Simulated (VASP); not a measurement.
Runs of VASP 6.6.1 on Mn. It takes space group Im-3m (No. 229, cubic). The conventional cell has a = 2.787 Å, b = 2.787 Å, c = 2.787 Å, α = 90.00°, β = 90.00°, γ = 90.00°. Within 3.2 Å of Mn (site symmetry m-3m) lie 14 Mn at 2.41 to 2.79 Å. 

```csv
level,potentials or basis,k mesh,smearing,gap on the mesh (eV),pressure (GPa),moment (μB)
PBEsol,"VASP PAW PBE potentials, release 64 (Mn_pv)","2 × 2 × 2, shifted",fermi-dirac 0.0861733 eV,none,(c),0.51
PBE,"VASP PAW PBE potentials, release 64 (Mn_pv)",2 × 2 × 2,fermi-dirac 0.025852 eV,none,24.9,2.50
LDA,"VASP PAW LDA potentials, release 64 (Mn_pv)",2 × 2 × 2,gaussian 0.1 eV,none,7.3,2.50
PBE+D4,"VASP PAW PBE potentials, release 64 (Mn_pv)",8 × 8 × 8,gaussian 0.1 eV,none,-4.7,0.70
PBE,"VASP PAW PBE potentials, release 64 (Mn_pv)",8 × 8 × 8,gaussian 0.1 eV,none,0.8,0.70
revPBE,"VASP PAW PBE potentials, release 64 (Mn_pv)",8 × 8 × 8,gaussian 0.1 eV,none,5.0,(b)
PBE,"VASP PAW PBE potentials, release 64 (Mn_pv)",8 × 8 × 8,tetrahedron,none,5.0,0.94
PBE,"VASP PAW PBE potentials, release 64 (Mn_pv)",8 × 8 × 8,methfessel-paxton 0.0065 eV,none,(a),0.70
```

Alike in all rows: task single point; spin collinear, ferromagnetic start; cell as given; cutoff (eV) 500.

Fill in the values left out.

(a) 0.7; (b) 0.71; (c) 14.4.

Caveats: all runs use coarse meshes; the PAW data sets were made with another functional, which shifts forces and pressure a little (some runs); pairwise dispersion overbinds metals, which lowers pressure and volume (some runs).

A gap of «none» marks levels without a gap at the run's occupations.
